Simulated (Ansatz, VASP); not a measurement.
CaO in VASP and in Ansatz

```xyz
2
Lattice="0.0000 2.4156 2.4156 2.4156 0.0000 2.4156 2.4156 2.4156 0.0000" Properties=species:S:1:pos:R:3 pbc="T T T"
Ca    0.0000    0.0000    0.0000
O     2.4156    2.4156    2.4156
```

Alike in both runs: task relaxation of cell and atoms; functional PBE; k mesh 8 × 8 × 8; no spin polarisation.

|  | VASP | Ansatz |
| --- | --- | --- |
| version | VASP 6.6.1 | Ansatz 0.2.0 |
| potentials or method | VASP PAW PBE potentials, release 64 (Ca_sv, O), cutoff 600 eV | scalar-relativistic, plane waves, PAW |
| occupations | gaussian, width 0.01 eV | fixed |
| valence electrons in the cell | 16 | 16 |

```tsv
	VASP	Ansatz	Ansatz less VASP
gap on the k mesh at the Fermi level, each at its own relaxed structure (eV)	3.64	3.66	+0.016
relaxed volume (Å³/atom)	14.15	14.09	-0.061
relaxed cell length with the largest relative difference (Å)	3.421	3.416	-0.0049
```
